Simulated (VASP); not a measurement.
A run of VASP 6.6.1 is set up as follows.

Contents of INCAR:

```
SYSTEM = W3C2
  ALGO = Normal
  EDIFF = 1E-6
  ENCUT = 520
  GGA = PE
  ISIF = 2
  ISMEAR = 0
  LASPH = .True.
  LCHARG = .False.
  LREAL = .False.
  LWAVE = .False.
  NBANDS = 61
  NELM = 80
  PREC = Accurate
  SIGMA = 0.2
```

Contents of KPOINTS:

```
k-points
0
Gamma
  6 4 4
  0 0 0
```

The input POSCAR:

```
W3C2
1.0
    1.7908206875     -3.1017924179      0.0000000000
   -5.3724620624     -3.1017924180      0.0000000000
    0.0000000000      0.0000000000     -7.7544029564
W C
6 4
Direct
    0.5000000000      0.5000000000      0.1433204581
    0.0000000000      0.0000000000      0.1433204581
    1.0000000000      1.0000000000      0.8566795419
    0.5000000000      0.5000000000      0.8566795419
    0.0000000000      1.0000000000      0.5000000000
    0.5000000000      0.5000000000      0.5000000000
    0.5000000000      0.8333333333      0.5000000000
    1.0000000000      0.3333333333      0.5000000000
    0.0000000000      0.6666666667      0.5000000000
    0.5000000000      0.1666666667      0.5000000000
```

Potentials or basis: VASP PAW PBE potentials, release 64 (W_sv, C).

Run with:

```bash
$ cat potpaw_PBE.64/W_sv/POTCAR potpaw_PBE.64/C/POTCAR > POTCAR
$ mpirun -np 1 vasp_std > vasp.out
```

Question: Predict the band gap on the k mesh.

Answer: Zero (bands 50 and 51 overlap by 0.47 eV).

Question: What does it give for the pressure?

Answer: 1.5 GPa.

Stress tensor (GPa, compression positive):
```
0.41 0.17 0.00
0.17 0.21 0.00
0.00 0.00 3.94
```

Caveat: spin-orbit coupling is left out, which moves the levels of the heavy elements.
